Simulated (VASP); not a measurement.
# Sr32O31 (a cell with a defect) in VASP: single point with PBEsol

Aim: the single point of Sr32O31 (a cell with a defect) with PBEsol.

All numbers are computed with VASP 6.6.1; they aren't measurements. Logs are shortened: lines on timing, memory, paths and dates and some standing lists are left out, and cuts for length are marked.

## Step 1: The cell of the first run

The cell holds a defect, 63 atoms: a = 10.245 Å, b = 10.245 Å, c = 10.245 Å, α = 90.00°, β = 90.00°, γ = 90.00°.

## Step 2: Single point, PBEsol

Input file INCAR:

```
ALGO = Normal
EDIFF = 1E-6
ENCUT = 520
GGA = PS
ISIF = 2
ISMEAR = -1
ISYM = 0
LASPH = True
LCHARG = False
LREAL = Auto
LWAVE = False
NBANDS = 290
NELECT = 504.0
NELM = 100
PREC = Accurate
SIGMA = 0.05
```

Input file KPOINTS:

```
Automatic mesh
0
Gamma
  1 1 1
  0.25 0.25 0.25
```

Input file POSCAR:

```
Sr32O31
1.0
   10.2454930000      0.0000000000      0.0000000000
    0.0000000000     10.2454930000      0.0000000000
    0.0000000000      0.0000000000     10.2454930000
O Sr
31 32
Direct
    0.2500650000      0.9999110000      0.0000570000
    0.2500540000      0.9999130000      0.5000460000
    0.2500570000      0.4999100000      0.0000570000
    0.7500620000      0.9999170000      0.0000630000
    0.7500570000      0.9999160000      0.5000560000
    0.7500590000      0.4999130000      0.0000540000
    0.7500460000      0.4999120000      0.5000520000
    0.0014080000      0.2512540000      0.0000830000
    0.0042690000      0.2541300000      0.5000860000
    0.0013770000      0.7485980000      0.0000570000
    0.0041810000      0.7457860000      0.5000500000
    0.4987500000      0.2512240000      0.0000450000
    0.4959400000      0.2540500000      0.5000490000
    0.4987190000      0.7485770000      0.0000190000
    0.4958470000      0.7457220000      0.5000080000
    0.0014020000      0.9999370000      0.2514000000
    0.0013730000      0.9999200000      0.7487490000
    0.0042480000      0.4999450000      0.2542590000
    0.0041930000      0.4999230000      0.7459190000
    0.4987490000      0.9999210000      0.2513540000
    0.4987120000      0.9999060000      0.7487040000
    0.4959160000      0.4999110000      0.2541780000
    0.4958500000      0.4998870000      0.7458470000
    0.2500970000      0.2541180000      0.2542630000
    0.2500600000      0.2540530000      0.7459180000
    0.2500570000      0.7457760000      0.2541890000
    0.2500250000      0.7457150000      0.7458410000
    0.7500890000      0.2512510000      0.2513990000
    0.7500560000      0.2512320000      0.7487480000
    0.7500520000      0.7486000000      0.2513670000
    0.7500280000      0.7485800000      0.7487160000
    0.9982800000      0.9999120000      0.0000660000
    0.9958380000      0.9999270000      0.5000620000
    0.9958360000      0.4999080000      0.0000600000
    0.9811730000      0.4999490000      0.5000870000
    0.5018350000      0.9999050000      0.0000480000
    0.5042760000      0.9998980000      0.5000510000
    0.5042730000      0.4999100000      0.0000510000
    0.5189200000      0.4998690000      0.5000130000
    0.2500580000      0.2456860000      0.0000710000
    0.2501030000      0.2310390000      0.5001000000
    0.2500540000      0.7541270000      0.0000420000
    0.2500060000      0.7687900000      0.5000060000
    0.7500590000      0.2481330000      0.0000600000
    0.7500570000      0.2456890000      0.5000590000
    0.7500560000      0.7516870000      0.0000490000
    0.7500390000      0.7541290000      0.5000510000
    0.2500590000      0.9999230000      0.2458370000
    0.2500510000      0.9998970000      0.7542770000
    0.2500750000      0.4999530000      0.2311850000
    0.2500210000      0.4998670000      0.7689320000
    0.7500650000      0.9999170000      0.2482840000
    0.7500500000      0.9999050000      0.7518360000
    0.7500590000      0.4999060000      0.2458340000
    0.7500340000      0.4999060000      0.7542740000
    0.9999850000      0.2498450000      0.2499900000
    0.9999590000      0.2498160000      0.7501470000
    0.9999550000      0.7500000000      0.2499600000
    0.9999620000      0.7500030000      0.7501450000
    0.5001500000      0.2498120000      0.2499550000
    0.5001530000      0.2498190000      0.7501540000
    0.5001500000      0.7500140000      0.2499550000
    0.5001160000      0.7499820000      0.7501160000
```

Potentials or basis: VASP PAW PBE potentials, release 64 (O, Sr_sv).

On the command line:

```
cat potpaw_PBE.64/O/POTCAR potpaw_PBE.64/Sr_sv/POTCAR > POTCAR
mpirun -np 1 vasp_std > vasp.out
```

OUTCAR:

```text
EDIFF = 1E-6
   ENCUT = 520
   GGA = PS
   ISIF = 2
   ISMEAR = -1
   ISYM = 0
   LASPH = True
   LREAL = Auto
   NELECT = 504.0
   NELM = 100
   PREC = Accurate

 ion  position               nearest neighbor table
   1  0.250  1.000  0.000-  40 2.52  48 2.52  49 2.52  42 2.52  36 2.58  32 2.58
   2  0.250  1.000  0.500-  43 2.37  41 2.37  48 2.60  33 2.60  37 2.60  49 2.60
   3  0.250  0.500  0.000-  51 2.37  50 2.37  38 2.60  42 2.60  34 2.60  40 2.60
   4  0.750  1.000  0.000-  44 2.54  32 2.54  52 2.54  53 2.54  36 2.54  46 2.54
   5  0.750  1.000  0.500-  45 2.52  33 2.52  37 2.52  47 2.52  52 2.58  53 2.58
   6  0.750  0.500  0.000-  34 2.52  54 2.52  55 2.52  38 2.52  46 2.58  44 2.58
[... 75 lines left out ...]
  57  1.000  0.250  0.750-  17 2.56  29 2.56   8 2.56   9 2.56  25 2.56  19 2.56  44 3.62  53 3.62
                            32 3.62  33 3.62  45 3.62  34 3.62  49 3.62  55 3.62  40 3.62  51 3.63
  58  1.000  0.750  0.250-  30 2.56  10 2.56  16 2.56  18 2.56  11 2.56  26 2.56  32 3.62  52 3.62
                            46 3.62  54 3.62  34 3.62  47 3.62  42 3.62  48 3.62  33 3.62  43 3.63
  59  1.000  0.750  0.750-  10 2.56  17 2.56  31 2.56  27 2.56  19 2.56  11 2.56  46 3.62  53 3.62
                            32 3.62  49 3.62  42 3.62  33 3.62  34 3.62  47 3.62  55 3.62  35 3.63
  60  0.500  0.250  0.250-  20 2.56  12 2.56  28 2.56  24 2.56  13 2.56  22 2.56  44 3.62  52 3.62
                            36 3.62  40 3.62  48 3.62  38 3.62  54 3.62  37 3.62  45 3.62  39 3.63
  61  0.500  0.250  0.750-  12 2.56  29 2.56  21 2.56  23 2.56  25 2.56  13 2.56  36 3.62  53 3.62
                            44 3.62  55 3.62  38 3.62  45 3.62  40 3.62  49 3.62  37 3.62  41 3.63
  62  0.500  0.750  0.250-  30 2.56  20 2.56  14 2.56  15 2.56  26 2.56  22 2.56  36 3.62  46 3.62
                            52 3.62  37 3.62  47 3.62  48 3.62  38 3.62  42 3.62  54 3.62  50 3.63
  63  0.500  0.750  0.750-  14 2.56  31 2.56  21 2.56  27 2.56  23 2.56  15 2.56  36 3.62  53 3.62
                            46 3.62  49 3.62  37 3.62  42 3.62  47 3.62  55 3.62  38 3.62  51 3.63

IMPORTANT INFORMATION: All symmetrisations will be switched off!
NOSYMM: (Re-)initialisation of all symmetry stuff for point group C_1.

----------------------------------------------------------------------------------------

                                     Primitive cell

  volume of cell :    1075.4707

  direct lattice vectors                    reciprocal lattice vectors
    10.245493000  0.000000000  0.000000000     0.097603893  0.000000000  0.000000000
     0.000000000 10.245493000  0.000000000     0.000000000  0.097603893  0.000000000
     0.000000000  0.000000000 10.245493000     0.000000000  0.000000000  0.097603893

  length of vectors
    10.245493000 10.245493000 10.245493000     0.097603893  0.097603893  0.097603893

  position of ions in fractional coordinates (direct lattice)
     0.250065000  0.999911000  0.000057000
     0.250054000  0.999913000  0.500046000
     0.250057000  0.499910000  0.000057000
     0.750062000  0.999917000  0.000063000
     0.750057000  0.999916000  0.500056000
     0.750059000  0.499913000  0.000054000
[... 55 lines left out ...]
     0.500150000  0.750014000  0.249955000
     0.500116000  0.749982000  0.750116000

  ion indices of the primitive-cell ions
   primitive index   ion index
                 1           1
                 2           2
                 3           3
                 4           4
                 5           5
                 6           6
[... 55 lines left out ...]
                62          62
                63          63

----------------------------------------------------------------------------------------

 KPOINTS: Automatic mesh

Automatic generation of k-mesh.
 Grid dimensions read from file:
 generate k-points for:    1    1    1

 Generating k-lattice:

  Cartesian coordinates                     Fractional coordinates (reciprocal lattice)
     0.097603893  0.000000000  0.000000000     1.000000000  0.000000000  0.000000000
     0.000000000  0.097603893  0.000000000     0.000000000  1.000000000  0.000000000
     0.000000000  0.000000000  0.097603893     0.000000000  0.000000000  1.000000000

  Length of vectors
     0.097603893  0.097603893  0.097603893

  Shift w.r.t. Gamma in fractional coordinates (k-lattice)
     0.250000000  0.250000000  0.250000000

 Subroutine IBZKPT returns following result:
 ===========================================

 Found      4 irreducible k-points:

 Following reciprocal coordinates:
            Coordinates               Weight
  0.250000  0.250000  0.250000      2.000000
 -0.250000  0.250000  0.250000      2.000000
 -0.250000 -0.250000  0.250000      2.000000
  0.250000 -0.250000  0.250000      2.000000
   k-points           NKPTS =      4   k-points in BZ     NKDIM =      4   number of bands    NBANDS=    290
   number of dos      NEDOS =    301   number of ions     NIONS =     63
   total plane-waves  NPLWV = 512000
   dimension x,y,z NGX =    80 NGY =   80 NGZ =   80
   dimension x,y,z NGXF=   160 NGYF=  160 NGZF=  160
   ions per type =              31  32
   NGX,Y,Z   is equivalent  to a cutoff of  12.98, 12.98, 12.98 a.u.
   NGXF,Y,Z  is equivalent  to a cutoff of  25.96, 25.96, 25.96 a.u.
 SYSTEM =  unknown system
   PREC   = accura    normal or accurate (medium, high low for compatibility)
   ISTART =      0    job   : 0-new  1-cont  2-samecut
   ICHARG =      2    charge: 1-file 2-atom 10-const
   ISPIN  =      1    spin polarized calculation?
   LNONCOLLINEAR =      F non collinear calculations
   LSORBIT =      F    spin-orbit coupling
   LASPH  =      T    aspherical Exc in radial PAW
   ENCUT  =  520.0 eV  38.22 Ry    6.18 a.u.  19.05 19.05 19.05*2*pi/ulx,y,z
   NELM   =    100;   NELMIN=  2; NELMDL= -5     # of ELM steps
   EDIFF  = 0.1E-05   stopping-criterion for ELM
   LREAL  =      T    real-space projection
   EDIFFG = 0.1E-04   stopping-criterion for IOM
   NSW    =      0    number of steps for IOM
   IBRION =     -1    ionic relax: 0-MD 1-quasi-New 2-CG
   NFREE  =      0    steps in history (QN), initial steepest desc. (CG)
   ISIF   =      2    stress and relaxation
   ISYM   =      0    0-nonsym 1-usesym 2-fastsym
   POTIM  = 0.5000    time-step for ionic-motion
   TEBEG  =    0.0;   TEEND  =   0.0 temperature during run
   PSTRESS=    0.0 pullay stress
   NELECT =     504.0000    total number of electrons
   NUPDOWN=      -1.0000    fix difference up-down
   EMIN   =  10.00;   EMAX   =-10.00  energy-range for DOS
   EFERMI =   0.00;   METHOD = LEGACY
   ISMEAR =    -1;   SIGMA  =   0.05  broadening in eV -4-tet -1-fermi 0-gaus
   EFERMI_NEDOS =   21; number of points for ismear=-14 and -15
   IALGO  =     38    algorithm
   IMIX   =      4    mixing-type and parameters
     AMIX     =   0.40;   BMIX     =  1.00
     AMIX_MAG =   1.60;   BMIX_MAG =  1.00
  volume/ion in A,a.u.               =      17.07       115.20
  Fermi-wavevector in a.u.,A,eV,Ry     =   1.271605  2.402985 22.000331  1.616979
  Thomas-Fermi vector in A             =   2.404529
   LORBIT       =      0    0 simple, 1 ext, 2 COOP (PROOUT), +10 PAW based schemes
   GGA     = PS    functional components
   LHFCALC =     F    Hartree Fock is set to
   AEXX    =    0.0000 exact exchange contribution
   IVDW    =     0    specifies the selected vdW correction
   LEPSILON=     F    determine dielectric tensor
   LRPA    =     F    only Hartree local field effects (RPA)
 non-spin polarized calculation
  energy-cutoff  :      520.00
  volume of cell :     1075.47
 maximum number of plane-waves:     28978
 NGX is ok and might be reduce to    80
   NGX = 39   NGY = 39   NGZ = 39

 number of electron     504.0000089 magnetization

 Free energy of the ion-electron system (eV)
  ---------------------------------------------------
  ext. energy  EPLUGINS =         0.00000000
  ---------------------------------------------------
  free energy    TOTEN  =      -400.49877515 eV

  energy without entropy =     -400.49877515  energy(sigma->0) =     -400.49877515

 E-fermi :   2.5431     XC(G=0): -10.2258

 val. band max:        1.4256543932   @ k =   0.2500   0.2500   0.2500
 cond. band min:       3.5931642322   @ k =   0.2500  -0.2500   0.2500
 fundamental gap:      2.1675098390
 Fermi energy:         2.5430703840

 k-point     1 :       0.2500    0.2500    0.2500
  band No.  band energies     occupation
      1     -30.8481      2.00000
      2     -30.8241      2.00000
      3     -30.8240      2.00000
      4     -30.8208      2.00000
      5     -30.8076      2.00000
      6     -30.8075      2.00000
[... 256 lines left out ...]
    263       6.5708      0.00000
    264       6.6040      0.00000

 k-point     2 :      -0.2500    0.2500    0.2500
  band No.  band energies     occupation
      1     -30.8481      2.00000
      2     -30.8241      2.00000
      3     -30.8240      2.00000
      4     -30.8209      2.00000
      5     -30.8076      2.00000
      6     -30.8075      2.00000
[... 256 lines left out ...]
    263       6.5701      0.00000
    264       6.6038      0.00000

 k-point     3 :      -0.2500   -0.2500    0.2500
  band No.  band energies     occupation
      1     -30.8481      2.00000
      2     -30.8241      2.00000
      3     -30.8240      2.00000
      4     -30.8209      2.00000
      5     -30.8076      2.00000
      6     -30.8075      2.00000
[... 256 lines left out ...]
    263       6.5701      0.00000
    264       6.6039      0.00000

 k-point     4 :       0.2500   -0.2500    0.2500
  band No.  band energies     occupation
      1     -30.8481      2.00000
      2     -30.8241      2.00000
      3     -30.8240      2.00000
      4     -30.8209      2.00000
      5     -30.8076      2.00000
      6     -30.8075      2.00000
[... 256 lines left out ...]
    263       6.5700      0.00000
    264       6.6037      0.00000
 [bands above 264 left out]

------------------------ aborting loop because EDIFF is reached ----------------------------------------

  FORCE on cell =-STRESS in cart. coord.  units (eV):
  Direction    XX          YY          ZZ          XY          YZ          ZX
  --------------------------------------------------------------------------------------
  -------------------------------------------------------------------------------------
  Total       -3.6358250     -3.6397608     -3.6348415     -0.0042608     -0.0041743     -0.0065473
  in kB       -5.4164529     -5.4223162     -5.4149878     -0.0063475     -0.0062186     -0.0097538
  external PRESSURE =      -5.4179190 kB  Pullay stress =       0.0000000 kB

 VOLUME and BASIS-vectors are now :
 -----------------------------------------------------------------------------
  energy-cutoff  :      520.00
  volume of cell :     1075.47
      direct lattice vectors                 reciprocal lattice vectors
    10.245493000  0.000000000  0.000000000     0.097603893  0.000000000  0.000000000
     0.000000000 10.245493000  0.000000000     0.000000000  0.097603893  0.000000000
     0.000000000  0.000000000 10.245493000     0.000000000  0.000000000  0.097603893

 POSITION                                       TOTAL-FORCE (eV/Angst)
 -----------------------------------------------------------------------------------
      2.56204     10.24458      0.00058        -0.001048      0.000711     -0.000736
      2.56193     10.24460      5.12322        -0.000835      0.001673     -0.000384
      2.56196      5.12182      0.00058        -0.000680      0.000924     -0.000488
      7.68475     10.24464      0.00065        -0.000959      0.000816     -0.001179
      7.68470     10.24463      5.12332        -0.000936      0.001225     -0.000755
      7.68472      5.12186      0.00055        -0.001180      0.001401     -0.000919
[... 55 lines left out ...]
      5.12428      7.68426      2.56091         0.001437     -0.000168     -0.000838
      5.12393      7.68394      7.68531         0.000795     -0.000492      0.000563
 -----------------------------------------------------------------------------------
    total drift:                                0.005246     -0.010605      0.005072

  FREE ENERGIE OF THE ION-ELECTRON SYSTEM (eV)
  ---------------------------------------------------
  free  energy   TOTEN  =      -400.4987751496 eV

  energy  without entropy=     -400.4987751461  energy(sigma->0) =     -400.49877515
```

Run time: 1.6 h. Hardware: 1 thread of AMD EPYC 9755, shared host; peak memory 1.4 GiB.

What came out:

```yaml
Free_energy: -400.4988 eV
Largest_force: 0.040 eV/Å
```

Forces in eV/Å, atoms in the order of the input:
```
O   -0.001  0.001 -0.001
O   -0.001  0.002  0.000
O   -0.001  0.001  0.000
O   -0.001  0.001 -0.001
O   -0.001  0.001 -0.001
O   -0.001  0.001 -0.001
O   -0.001  0.002 -0.001
O   -0.008 -0.006 -0.001
O   -0.007 -0.009  0.002
O   -0.006  0.007  0.000
O   -0.007  0.005  0.002
O    0.005 -0.005  0.000
O    0.006 -0.007  0.002
O    0.006  0.008  0.000
O    0.009  0.006  0.001
O   -0.007  0.000 -0.007
O   -0.007  0.001  0.005
O   -0.007 -0.001 -0.007
O   -0.007 -0.003  0.007
O    0.005  0.001 -0.006
O    0.006  0.001  0.007
O    0.007 -0.002 -0.007
O    0.008 -0.003  0.008
O    0.001 -0.008 -0.007
O    0.001 -0.007  0.007
O    0.001  0.006 -0.008
O    0.001  0.007  0.009
O   -0.002 -0.006 -0.007
O   -0.001 -0.005  0.005
O    0.000  0.007 -0.006
O    0.000  0.008  0.006
Sr   0.002  0.001  0.000
Sr   0.005  0.000  0.000
Sr   0.005  0.000  0.000
Sr   0.039 -0.002 -0.001
Sr  -0.001  0.000  0.000
Sr  -0.005  0.000  0.000
Sr  -0.005  0.000 -0.001
Sr  -0.038  0.002  0.001
Sr   0.000  0.005  0.000
Sr  -0.002  0.039 -0.002
Sr   0.000 -0.005  0.000
Sr   0.002 -0.040  0.002
Sr   0.000  0.002  0.000
Sr   0.001  0.005  0.000
Sr  -0.001 -0.002  0.000
Sr   0.000 -0.005  0.000
Sr   0.000  0.000  0.005
Sr   0.000  0.000 -0.005
Sr   0.000 -0.002  0.039
Sr   0.002  0.002 -0.039
Sr   0.000  0.000  0.002
Sr   0.000  0.000 -0.002
Sr   0.000  0.001  0.005
Sr   0.000  0.000 -0.005
Sr   0.001 -0.001  0.001
Sr   0.000 -0.001  0.002
Sr   0.000  0.001  0.000
Sr  -0.001  0.000  0.002
Sr   0.002 -0.001  0.000
Sr   0.001 -0.002  0.001
Sr   0.001  0.000 -0.001
Sr   0.001  0.000  0.001
```

Levels at points of the mesh, in eV from the Fermi level:
```csv
k point,band 249,band 250,band 251,band 252,band 253,band 254,band 255,band 256
"(0.25, 0.25, 0.25)",-1.19,-1.13,-1.12,-1.12,1.05,2.63,2.68,2.68
```

Caveat: the cell carries a net charge on a neutralising background, which shifts energy and pressure; the cell is charged against a uniform background, so pressure and absolute levels hang on convention; the PAW data sets were made with another functional, which shifts forces and pressure a little.
